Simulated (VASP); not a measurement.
Input of a VASP 6.6.1 run:

INCAR

```
SYSTEM = ZnSe
PREC = Accurate ; ENCUT = 520
EDIFF = 1E-8 ; ISMEAR = 0
SIGMA = 0.01 ; LREAL = .FALSE.
LASPH = .TRUE. ; NELM = 100
ALGO = Normal ; ISIF = 2
LWAVE = .FALSE. ; LCHARG = .FALSE.
GGA = PE ; NBANDS = 16
IBRION = 8 ; NSW = 1
LEPSILON = .TRUE.
```

KPOINTS

```
Automatic mesh
0
G
  6 6 6
  0 0 0
```

File POSCAR:

```
ZnSe
1.0
    0.0000000000      2.8658805878      2.8658805878
    2.8658805878      0.0000000000      2.8658805878
    2.8658805878      2.8658805878      0.0000000000
Zn Se
1 1
Direct
    0.0000000000      0.0000000000      0.0000000000
    0.7500000000      0.7500000000      0.7500000000
```

Potentials or basis: VASP PAW PBE potentials, release 64 (Zn, Se).

The run is started by

```console
$ cat potpaw_PBE.64/Zn/POTCAR potpaw_PBE.64/Se/POTCAR > POTCAR
$ mpirun -np 1 vasp_std > vasp.out
```

**Question.** Predict the electronic dielectric tensor (diagonal).

**Answer.** 9.50.

**Question.** Estimate the Born charges (mean of the diagonal).

**Answer.** Zn +2.25; Se -2.25 e.

**Question.** What does it give for the highest phonon frequency at Γ, LO-TO splitting left out?

**Answer.** 197 cm⁻¹.

Born effective charge tensors (e):
atom 1, Zn
```
2.25 0.00 0.00
0.00 2.25 0.00
0.00 0.00 2.25
```
atom 2, Se
```
-2.25  0.00  0.00
 0.00 -2.25  0.00
 0.00  0.00 -2.25
```
